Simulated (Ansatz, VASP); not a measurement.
## BAs: VASP beside Ansatz

File POSCAR:

```
BAs
1.0
    0.0000000000      2.3885000000      2.5795800000
    2.3885000000      0.0000000000      2.5795800000
    2.3885000000      2.3885000000      0.0000000000
B As
1 1
Direct
    0.0000000000      0.0000000000      0.0000000000
    0.7500000000      0.7500000000      0.7500000000
```

File INCAR.step1:

```
PREC = Accurate
ENCUT = 520
ISMEAR = 0
SIGMA = 0.05
LREAL = F
LASPH = T
NELM = 80
NBANDS = 11
GGA = PE
ALGO = Normal
EDIFF = 1E-4
LWAVE = T
LCHARG = F
```

Contents of INCAR.step2:

```
PREC = Accurate
ENCUT = 520
EDIFF = 1E-6
ISMEAR = 0
SIGMA = 0.05
LREAL = F
LASPH = T
NELM = 80
ALGO = Normal
ISIF = 2
LWAVE = F
LCHARG = T
METAGGA = R2SCAN
LMIXTAU = T
LELF = T
LVHAR = T
NBANDS = 11
ISTART = 1
```

KPOINTS

```
Automatic mesh
0
Gamma
  10 10 10
```

Input for Ansatz:

```yaml
crystal:
  lattice:
    - [0.0, 2.3885, 2.57958]
    - [2.3885, 0.0, 2.57958]
    - [2.3885, 2.3885, 0.0]
  atoms:
    - { symbol: B, position: [0.0, 0.0, 0.0] }
    - { symbol: As, position: [0.75, 0.75, 0.75] }
basis:
  ecutwfc: 500
kpoints:
  mp_grid: { grid: [10, 10, 10] }
hamiltonian:
  xc: r2scan
scf:
  occupations: { method: gaussian, width: 0.05 }
output:
  forces: true
  stress: true
  eigenvalues: true
  write_density: true
  write_potential: true
  elf: true
  volumetric_format: npy
```

Change from the starting cell: strain +0.000 along x and y, +0.080 along z, atoms carried along.

Alike in both runs: task single point; functional r2SCAN; k mesh 10 × 10 × 10; occupations gaussian, width 0.05 eV; no spin polarisation.

```csv
,VASP,Ansatz
version,VASP 6.6.1,Ansatz 0.2.0
potentials or method,"VASP PAW PBE potentials, release 64 (B, As), cutoff 520 eV","scalar-relativistic, plane waves, PAW"
valence electrons in the cell,8,18
```

|  | VASP | Ansatz | Ansatz less VASP |
| --- | --- | --- | --- |
| gap on the k mesh at the Fermi level (eV) | 0.86 | 0.86 | -0.002 |
| least direct gap on the mesh (eV) | 2.95 | 2.94 | -0.005 |
| pressure (GPa) | -8.6 | -8.8 | -0.11 |
| traceless stress, the component that is largest in VASP (GPa) | -11.71 | -11.71 | -0.007 |

VASP's potentials were made for PBE, not for r2SCAN. With one functional, cell and mesh, what is left measures potentials, basis and numerics. VASP's potentials hold 8 valence electrons a cell and Ansatz's 18, so a difference there can come from the potentials and not from the codes.
